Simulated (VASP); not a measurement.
The system is MgSi2N2.

```
Mg Si N
1.0
     4.29505    0.00000    0.00000
    -2.14752    3.71962    0.00000
     0.00000    0.00000    4.87654
Mg Si N
1 2 2
Direct
  0.00000 0.00000 0.00000
  0.33333 0.66667 0.50000
  0.66667 0.33333 0.50000
  0.33333 0.66667 0.00000
  0.66667 0.33333 0.00000
```

| Quantity | Value |
| --- | --- |
| Program | VASP 6.6.1 |
| Task | relaxation of cell and atoms |
| Functional | PBE |
| Potentials or basis | VASP PAW PBE potentials, release 64 (Mg, Si, N) |
| Cutoff | 600 eV |
| k mesh | 6 × 6 × 4 |
| Occupations | gaussian, width 0.1 eV |
| Spin | no spin polarisation |

At the start: pressure -19.3 GPa; volume 15.58 Å³/atom.

**Question.** How do energy, volume and symmetry change on relaxing?

**Answer.** Over 12 steps the energy falls by 537.8 meV/atom and the volume is 11.69 Å³/atom (-25.0 %); space group P6/mmm (No. 191, to 0.05 Å).

Step by step:
```csv
step,energy change (eV),largest force (eV/Å),pressure (GPa),volume (Å³)
1,0.0000,0.0000,-19.26,77.91
2,-1.8790,0.0000,-0.17,58.56
3,-1.9120,0.0000,4.11,56.76
4,-2.4527,0.0000,9.51,54.05
5,-2.4027,0.0000,17.64,52.58
6,-2.4742,0.0000,11.95,53.54
7,-2.6669,0.0000,-3.89,59.92
8,-2.6809,0.0000,-1.08,58.46
9,-2.6809,0.0000,-0.87,58.36
10,-2.6879,0.0000,0.52,58.11
11,-2.6880,0.0000,0.72,58.07
12,-2.6892,0.0000,0.08,58.45
```

Final structure:
```cif
data_structure
_symmetry_space_group_name_H-M 'P 1'
_symmetry_Int_Tables_number 1
_cell_length_a 4.2946
_cell_length_b 4.2946
_cell_length_c 3.6595
_cell_angle_alpha 90.000
_cell_angle_beta 90.000
_cell_angle_gamma 120.000
_cell_volume 58.45
loop_
_atom_site_label
_atom_site_type_symbol
_atom_site_fract_x
_atom_site_fract_y
_atom_site_fract_z
_atom_site_occupancy
Mg1 Mg 0.00000 0.00000 0.00000 1
Si1 Si 0.33333 0.66667 0.50000 1
Si2 Si 0.66667 0.33333 0.50000 1
N1 N 0.33333 0.66667 0.00000 1
N2 N 0.66667 0.33333 0.00000 1
```

Caveat: the volume moved by over 15 % at a fixed basis, so the end points are rough.
